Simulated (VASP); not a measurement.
A run of VASP 6.6.1:

INCAR

```
SYSTEM = AlNi
ALGO     = Normal         ! electronic algorithm
EDIFF    = 1E-8           ! SCF threshold, eV
ENCUT    = 520            ! plane-wave cutoff, eV
GGA      = PS             ! functional
IBRION   = 8              ! ionic algorithm
ISIF     = 2              ! what is computed and relaxed
ISMEAR   = -1             ! smearing method
LASPH    = .True.         ! aspherical terms in the spheres
LCHARG   = .False.        ! write CHGCAR
LREAL    = .False.        ! projectors in reciprocal space
LWAVE    = .False.        ! write WAVECAR
NELM     = 60             ! most SCF steps
NSW      = 1              ! ionic steps
PREC     = Accurate       ! precision mode
SIGMA    = 0.1            ! smearing width, eV
```

The input KPOINTS:

```
k-points
0
Gamma
  14 14 14
  0 0 0
```

The input POSCAR:

```
AlNi
1.0
    2.8432946855      0.0000000000      0.0000000000
    0.0000000000      2.8432946855      0.0000000000
    0.0000000000      0.0000000000      2.8432946855
Al Ni
1 1
Direct
    0.0000000000      0.0000000000      0.0000000000
    0.5000000000      0.5000000000      0.5000000000
```

Potentials or basis: VASP PAW PBE potentials, release 64 (Al, Ni).

Run with:

```console
$ cat potpaw_PBE.64/Al/POTCAR potpaw_PBE.64/Ni/POTCAR > POTCAR
$ mpirun -np 1 vasp_std > vasp.out
```

Hardware: 1 thread of Intel(R) Xeon(R) 6975P-C (Granite Rapids) (shared host).

Q: How long does it take, and how much memory?

A: It took 63 s on 1 thread of Intel(R) Xeon(R) 6975P-C (Granite Rapids) (shared host), peak memory 0.29 GiB. Counts: scf iterations 43, k points 120.
